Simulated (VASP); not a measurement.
Input of a VASP 6.6.1 run:

The input INCAR:

```
PREC = Accurate
ENCUT = 520
EDIFF = 1E-8
ISMEAR = -1
SIGMA = 0.01
LREAL = F
LASPH = T
NELM = 100
ALGO = Normal
ISIF = 2
LWAVE = F
LCHARG = F
GGA = PS
LEFG = T
NBANDS = 15
```

The input KPOINTS:

```
Automatic mesh
0
Gamma
  9 9 9
```

Contents of POSCAR:

```
KF
1.0
    0.0000000000      2.6645584616      2.6645584616
    2.6645584616      0.0000000000      2.6645584616
    2.6645584616      2.6645584616      0.0000000000
K F
1 1
Direct
    0.0000000000      0.0000000000      0.0000000000
    0.5000000000      0.5000000000      0.5000000000
```

Potentials or basis: VASP PAW PBE potentials, release 64 (K_sv, F).

Command:

```console
$ cat potpaw_PBE.64/K_sv/POTCAR potpaw_PBE.64/F/POTCAR > POTCAR
$ mpirun -np 1 vasp_std > vasp.out
```

Question: What does it give for the pressure?

Answer: -0.4 GPa.

Question: Predict the band gap on the k mesh.

Answer: 6.07 eV.

Caveat: the PAW data sets were made with another functional, which shifts forces and pressure a little; an odd mesh through Γ misses points on the zone boundary, where band edges can lie.
